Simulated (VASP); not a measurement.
# Ti12HO24 (a cell with a defect) in VASP: single point with PBE

Aim: the single point of Ti12HO24 (a cell with a defect) with PBE.

All numbers are computed with VASP 6.6.1; they aren't measurements. Logs are shortened: lines on timing, memory, paths and dates and some standing lists are left out, and cuts for length are marked.

## 1. The cell of the first run

The cell holds a defect, 37 atoms: a = 6.567 Å, b = 6.567 Å, c = 8.892 Å, α = 90.00°, β = 90.00°, γ = 90.00°.

## 2. Single point, PBE

INCAR reads:

```
PREC = Accurate
ENCUT = 520
EDIFF = 1E-7
ISMEAR = 0
SIGMA = 0.02
LREAL = Auto
LASPH = True
NELM = 60
ALGO = Normal
ISIF = 2
LWAVE = False
LCHARG = False
GGA = PE
NELECT = 288.0
NBANDS = 168
```

KPOINTS reads:

```
Automatic mesh
0
Gamma
  2 2 2
  0.5 0.5 0.5
```

POSCAR reads:

```
Ti12HO24
1.0
   -4.6433175423     -4.6433175423      0.0000000000
    4.6433175423     -4.6433175423      0.0000000000
    0.0000000000      0.0000000000      8.8916040206
Ti O H
12 24 1
Direct
    0.0047844025      0.5145630206     -0.0050096698
    0.0050183947      0.5147843063      0.3383533492
    0.0051968231      0.4849354970      0.6666799361
    0.4952156468     -0.0145636174     -0.0050097823
    0.4949816546     -0.0147849031      0.3383533492
    0.4948024724      0.0150646600      0.6666799361
    1.0126722881      0.0255270071      0.1666555322
    0.9911221789     -0.0067815737      0.5004895618
    0.9913286046     -0.0070750061      0.8328054177
    0.4873281828      0.4744725037      0.1666555322
    0.5088775382      0.5067816230      0.5004895618
    0.5086710048      0.5070751631      0.8328053052
    0.7909913476      0.5628865517      0.1666560945
    0.8042037759      0.5065988872      0.4997664077
    0.8041854700      0.5066096554      0.8335753575
    0.3115098175      0.0088055576      0.1666772381
    0.3075568248      0.0048657021      0.4997942992
    0.3075721156      0.0048646253      0.8335781691
    0.0174439933      0.8091720986     -0.0037596141
    0.0174463623      0.8091802824      0.3371237623
    0.0030572968      0.8087598933      0.6666650906
    0.5129224909      0.2985938367      0.0034351507
    0.5129122612      0.2986342173      0.3299334960
    0.5019906519      0.3033191220      0.6666703765
   -0.0129122119      0.2013658320      0.3299331587
   -0.0019907103      0.1966810350      0.6666703765
   -0.0129223340      0.2014061049      0.0034354881
    0.4825537947      0.6908199732      0.3371237623
    0.4969426448      0.6912403623      0.6666650906
    0.4825561637      0.6908281570     -0.0037596141
    0.1884903395      0.4911945994      0.1666772381
    0.1924431168      0.4951344548      0.4997942992
    0.1924280413      0.4951355317      0.8335782816
    0.7090085849     -0.0628865025      0.1666560945
    0.6957962643     -0.0065987303      0.4997664077
    0.6958144625     -0.0066096061      0.8335753575
    0.7500001816      0.7499997509      0.1666558696
```

Potentials or basis: VASP PAW PBE potentials, release 64 (Ti_sv, O, H).

Command:

```sh
$ cat potpaw_PBE.64/Ti_sv/POTCAR potpaw_PBE.64/O/POTCAR potpaw_PBE.64/H/POTCAR > POTCAR
$ mpirun -np 1 vasp_std > vasp.out
```

OUTCAR:

```text
PREC = Accurate
   ENCUT = 520
   EDIFF = 1E-7
   ISMEAR = 0
   LREAL = Auto
   LASPH = True
   NELM = 60
   ISIF = 2
   GGA = PE
   NELECT = 288.0

 ion  position               nearest neighbor table
   1  0.005  0.515  0.995-  33 1.90  19 1.94  15 1.95  31 1.95  27 2.06  13 2.10
   2  0.005  0.515  0.338-  32 1.90  20 1.93  14 1.95  31 1.95  25 2.06  13 2.10
   3  0.005  0.485  0.667-  26 1.89  32 1.93  33 1.93  15 1.99  14 1.99  21 2.13
   4  0.495  0.985  0.995-  18 1.90  30 1.94  36 1.95  16 1.95  22 2.06  34 2.10
   5  0.495  0.985  0.338-  17 1.90  28 1.93  35 1.95  16 1.95  23 2.06  34 2.10
   6  0.495  0.015  0.667-  24 1.89  17 1.93  18 1.93  36 1.99  35 1.99  29 2.13
   7  0.013  0.026  0.167-  27 1.86  25 1.86  16 1.97  34 2.08  19 2.08  20 2.08
   8  0.991  0.993  0.500-  20 1.90  21 1.91  35 1.94  26 1.99  25 2.04  17 2.08
   9  0.991  0.993  0.833-  19 1.90  21 1.91  36 1.94  26 1.99  27 2.04  18 2.08
  10  0.487  0.474  0.167-  22 1.86  23 1.86  31 1.97  13 2.08  30 2.08  28 2.08
  11  0.509  0.507  0.500-  28 1.90  29 1.91  14 1.94  24 1.99  23 2.04  32 2.08
  12  0.509  0.507  0.833-  30 1.90  29 1.91  15 1.94  24 1.99  22 2.04  33 2.08
  13  0.791  0.563  0.167-  37 1.26  10 2.08   1 2.10   2 2.10
  14  0.804  0.507  0.500-  11 1.94   2 1.95   3 1.99
  15  0.804  0.507  0.834-  12 1.94   1 1.95   3 1.99
  16  0.312  0.009  0.167-   5 1.95   4 1.95   7 1.97
  17  0.308  0.005  0.500-   5 1.90   6 1.93   8 2.08
  18  0.308  0.005  0.834-   4 1.90   6 1.93   9 2.08
  19  0.017  0.809  0.996-   9 1.90   1 1.94   7 2.08
[... 12 lines left out ...]
  32  0.192  0.495  0.500-   2 1.90   3 1.93  11 2.08
  33  0.192  0.495  0.834-   1 1.90   3 1.93  12 2.08
  34  0.709  0.937  0.167-  37 1.26   7 2.08   4 2.10   5 2.10
  35  0.696  0.993  0.500-   8 1.94   5 1.95   6 1.99
  36  0.696  0.993  0.834-   9 1.94   4 1.95   6 1.99
  37  0.750  0.750  0.167-  13 1.26  34 1.26

  LATTYP: Found a simple tetragonal cell.
 ALAT       =     6.5666426427
 C/A-ratio  =     1.3540563275

  Lattice vectors:

 A1 = (  -4.6433175423,  -4.6433175423,   0.0000000000)
 A2 = (   4.6433175423,  -4.6433175423,   0.0000000000)
 A3 = (   0.0000000000,   0.0000000000,   8.8916040206)

Analysis of symmetry for initial positions (statically):
=====================================================================
 Subroutine PRICEL returns:
 Original cell was already a primitive cell.

 Routine SETGRP: Setting up the symmetry group for a
 simple tetragonal supercell.

 Subroutine GETGRP returns: Found  2 space group operations
 (whereof  1 operations were pure point group operations)
 out of a pool of 16 trial point group operations.

The static configuration has the point symmetry C_1 .
 The point group associated with its full space group is C_2 .

Analysis of symmetry for dynamics (positions and initial velocities):
=====================================================================
 Subroutine PRICEL returns:
 Original cell was already a primitive cell.

 Routine SETGRP: Setting up the symmetry group for a
 simple tetragonal supercell.

 Subroutine GETGRP returns: Found  2 space group operations
 (whereof  1 operations were pure point group operations)
 out of a pool of 16 trial point group operations.

The dynamic configuration has the point symmetry C_1 .
 The point group associated with its full space group is C_2 .

 Subroutine INISYM returns: Found  2 space group operations
 (whereof  1 operations are pure point group operations),
 and found     1 'primitive' translations

----------------------------------------------------------------------------------------

                                     Primitive cell

  volume of cell :     383.4130

  direct lattice vectors                    reciprocal lattice vectors
    -4.643317542 -4.643317542  0.000000000    -0.107681630 -0.107681630  0.000000000
     4.643317542 -4.643317542  0.000000000     0.107681630 -0.107681630  0.000000000
     0.000000000  0.000000000  8.891604021     0.000000000  0.000000000  0.112465647

  length of vectors
     6.566642643  6.566642643  8.891604021     0.152284821  0.152284821  0.112465647

  position of ions in fractional coordinates (direct lattice)
     0.004784403  0.514563021  0.994990330
     0.005018395  0.514784306  0.338353349
     0.005196823  0.484935497  0.666679936
     0.495215647  0.985436383  0.994990218
     0.494981655  0.985215097  0.338353349
     0.494802472  0.015064660  0.666679936
[... 29 lines left out ...]
     0.695814463  0.993390394  0.833575358
     0.750000182  0.749999751  0.166655870

  ion indices of the primitive-cell ions
   primitive index   ion index
                 1           1
                 2           2
                 3           3
                 4           4
                 5           5
                 6           6
[... 29 lines left out ...]
                36          36
                37          37

----------------------------------------------------------------------------------------

 KPOINTS: Automatic mesh

Automatic generation of k-mesh.
 Grid dimensions read from file:
 generate k-points for:    2    2    2

 Generating k-lattice:

  Cartesian coordinates                     Fractional coordinates (reciprocal lattice)
    -0.053840815 -0.053840815  0.000000000     0.500000000  0.000000000  0.000000000
     0.053840815 -0.053840815  0.000000000     0.000000000  0.500000000  0.000000000
     0.000000000  0.000000000  0.056232824     0.000000000  0.000000000  0.500000000

  Length of vectors
     0.076142411  0.076142411  0.056232824

  Shift w.r.t. Gamma in fractional coordinates (k-lattice)
     0.500000000  0.500000000  0.500000000

 Subroutine IBZKPT returns following result:
 ===========================================

 Found      2 irreducible k-points:

 Following reciprocal coordinates:
            Coordinates               Weight
  0.250000  0.250000  0.250000      4.000000
 -0.250000  0.250000  0.250000      4.000000
   k-points           NKPTS =      2   k-points in BZ     NKDIM =      2   number of bands    NBANDS=    168
   number of dos      NEDOS =    301   number of ions     NIONS =     37
   total plane-waves  NPLWV = 175000
   dimension x,y,z NGX =    50 NGY =   50 NGZ =   70
   dimension x,y,z NGXF=   100 NGYF=  100 NGZF=  140
   ions per type =              12  24   1
   NGX,Y,Z   is equivalent  to a cutoff of  12.66, 12.66, 13.09 a.u.
   NGXF,Y,Z  is equivalent  to a cutoff of  25.32, 25.32, 26.18 a.u.
 SYSTEM =  unknown system
   PREC   = accura    normal or accurate (medium, high low for compatibility)
   ISTART =      0    job   : 0-new  1-cont  2-samecut
   ICHARG =      2    charge: 1-file 2-atom 10-const
   ISPIN  =      1    spin polarized calculation?
   LNONCOLLINEAR =      F non collinear calculations
   LSORBIT =      F    spin-orbit coupling
   LASPH  =      T    aspherical Exc in radial PAW
   ENCUT  =  520.0 eV  38.22 Ry    6.18 a.u.  12.21 12.21 16.53*2*pi/ulx,y,z
   NELM   =     60;   NELMIN=  2; NELMDL= -5     # of ELM steps
   EDIFF  = 0.1E-06   stopping-criterion for ELM
   LREAL  =      T    real-space projection
   EDIFFG = 0.1E-05   stopping-criterion for IOM
   NSW    =      0    number of steps for IOM
   IBRION =     -1    ionic relax: 0-MD 1-quasi-New 2-CG
   NFREE  =      0    steps in history (QN), initial steepest desc. (CG)
   ISIF   =      2    stress and relaxation
   ISYM   =      2    0-nonsym 1-usesym 2-fastsym
   POTIM  = 0.5000    time-step for ionic-motion
   TEBEG  =    0.0;   TEEND  =   0.0 temperature during run
   PSTRESS=    0.0 pullay stress
   NELECT =     288.0000    total number of electrons
   NUPDOWN=      -1.0000    fix difference up-down
   EMIN   =  10.00;   EMAX   =-10.00  energy-range for DOS
   EFERMI =   0.00;   METHOD = LEGACY
   ISMEAR =     0;   SIGMA  =   0.02  broadening in eV -4-tet -1-fermi 0-gaus
   EFERMI_NEDOS =   21; number of points for ismear=-14 and -15
   IALGO  =     38    algorithm
   IMIX   =      4    mixing-type and parameters
     AMIX     =   0.40;   BMIX     =  1.00
     AMIX_MAG =   1.60;   BMIX_MAG =  1.00
  volume/ion in A,a.u.               =      10.36        69.93
  Fermi-wavevector in a.u.,A,eV,Ry     =   1.488161  2.812217 30.131793  2.214624
  Thomas-Fermi vector in A             =   2.601231
   LORBIT       =      0    0 simple, 1 ext, 2 COOP (PROOUT), +10 PAW based schemes
   GGA     = PE    functional components
   LHFCALC =     F    Hartree Fock is set to
   AEXX    =    0.0000 exact exchange contribution
   IVDW    =     0    specifies the selected vdW correction
   LEPSILON=     F    determine dielectric tensor
   LRPA    =     F    only Hartree local field effects (RPA)
 non-spin polarized calculation
 Gauss-broadening in eV      SIGMA  =   0.02
  energy-cutoff  :      520.00
  volume of cell :      383.41
 maximum number of plane-waves:     10322
 NGX is ok and might be reduce to    50
   NGX = 25   NGY = 25   NGZ = 33

 number of electron     288.0000025 magnetization

 Free energy of the ion-electron system (eV)
  ---------------------------------------------------
  ext. energy  EPLUGINS =         0.00000000
  ---------------------------------------------------
  free energy    TOTEN  =      -331.64531565 eV

  energy without entropy =     -331.64531565  energy(sigma->0) =     -331.64531565

 E-fermi :   4.4256     XC(G=0): -11.2818

 val. band max:        4.3114198622   @ k =  -0.2500   0.2500   0.2500
 cond. band min:       6.7738282203   @ k =   0.2500   0.2500   0.2500
 fundamental gap:      2.4624083581
 Fermi energy:         4.4256251763

 k-point     1 :       0.2500    0.2500    0.2500
  band No.  band energies     occupation
      1     -52.3168      2.00000
      2     -52.3165      2.00000
      3     -52.3033      2.00000
      4     -52.3030      2.00000
      5     -52.2582      2.00000
      6     -52.2577      2.00000
[... 148 lines left out ...]
    155       7.3440      0.00000
    156       7.3542      0.00000

 k-point     2 :      -0.2500    0.2500    0.2500
  band No.  band energies     occupation
      1     -52.3168      2.00000
      2     -52.3165      2.00000
      3     -52.3033      2.00000
      4     -52.3030      2.00000
      5     -52.2583      2.00000
      6     -52.2577      2.00000
[... 148 lines left out ...]
    155       7.2914      0.00000
    156       7.3598      0.00000
 [bands above 156 left out]

------------------------ aborting loop because EDIFF is reached ----------------------------------------

  FORCE on cell =-STRESS in cart. coord.  units (eV):
  Direction    XX          YY          ZZ          XY          YZ          ZX
  --------------------------------------------------------------------------------------
  -------------------------------------------------------------------------------------
  Total      -12.6037261     -3.7871560     -1.8525993      1.9144599      0.0000000      0.0000000
  in kB      -52.6674947    -15.8254803     -7.7415014      7.9999999      0.0000000      0.0000000
  external PRESSURE =     -25.4114921 kB  Pullay stress =       0.0000000 kB

 VOLUME and BASIS-vectors are now :
 -----------------------------------------------------------------------------
  energy-cutoff  :      520.00
  volume of cell :      383.41
      direct lattice vectors                 reciprocal lattice vectors
    -4.643317542 -4.643317542  0.000000000    -0.107681630 -0.107681630  0.000000000
     4.643317542 -4.643317542  0.000000000     0.107681630 -0.107681630  0.000000000
     0.000000000  0.000000000  8.891604021     0.000000000  0.000000000  0.112465647

 POSITION                                       TOTAL-FORCE (eV/Angst)
 -----------------------------------------------------------------------------------
      2.36706     -2.41150      8.84706         0.015712      0.029444      0.041077
      2.36700     -2.41361      3.00850         0.016727      0.034687     -0.046190
      2.22758     -2.27584      5.92785         0.048560     -0.019494     -0.001193
      2.27625     -6.87514      8.84706        -0.015712     -0.029444      0.041077
      2.27631     -6.87302      3.00850        -0.016727     -0.034687     -0.046190
     -2.22758     -2.36748      5.92785        -0.048560      0.019494     -0.001193
[... 29 lines left out ...]
      1.38174     -7.84351      7.41182        -0.009748     -0.011280     -0.009157
     -0.00000     -6.96498      1.48184        -0.000000     -0.000000      0.000429
 -----------------------------------------------------------------------------------
    total drift:                               -0.102374      0.008448     -0.013648

  FREE ENERGIE OF THE ION-ELECTRON SYSTEM (eV)
  ---------------------------------------------------
  free  energy   TOTEN  =      -331.6453156479 eV

  energy  without entropy=     -331.6453156479  energy(sigma->0) =     -331.64531565
```

Run time: 6.1 min. Hardware: 1 thread of AMD EPYC 7R13 (Zen 3), shared host; peak memory 0.43 GiB.

Results:

```yaml
Free_energy: -331.6453 eV
Largest_force: 0.078 eV/Å
```

Forces in eV/Å, atoms in the order of the input:
```
Ti   0.016  0.029  0.041
Ti   0.017  0.035 -0.046
Ti   0.049 -0.019 -0.001
Ti  -0.016 -0.029  0.041
Ti  -0.017 -0.035 -0.046
Ti  -0.049  0.019 -0.001
Ti  -0.037  0.042 -0.004
Ti   0.019 -0.057 -0.003
Ti   0.029 -0.052  0.008
Ti   0.037 -0.042 -0.004
Ti  -0.019  0.057 -0.003
Ti  -0.029  0.052  0.008
O    0.010 -0.006  0.002
O    0.011  0.012  0.008
O    0.010  0.011 -0.009
O    0.011  0.007  0.003
O    0.046  0.042  0.011
O    0.046  0.039 -0.013
O   -0.018  0.006  0.032
O   -0.017  0.004 -0.027
O   -0.056  0.053  0.001
O   -0.035  0.025 -0.039
O   -0.037  0.028  0.036
O    0.015 -0.015 -0.001
O    0.037 -0.028  0.036
O   -0.015  0.015 -0.001
O    0.035 -0.025 -0.039
O    0.017 -0.004 -0.027
O    0.056 -0.053  0.001
O    0.018 -0.006  0.032
O   -0.011 -0.007  0.003
O   -0.046 -0.042  0.011
O   -0.046 -0.039 -0.013
O   -0.010  0.006  0.002
O   -0.011 -0.012  0.008
O   -0.010 -0.011 -0.009
H    0.000  0.000  0.000
```

Caveat: the cell carries a net charge on a neutralising background, which shifts energy and pressure; the cell is charged against a uniform background, so pressure and absolute levels hang on convention.
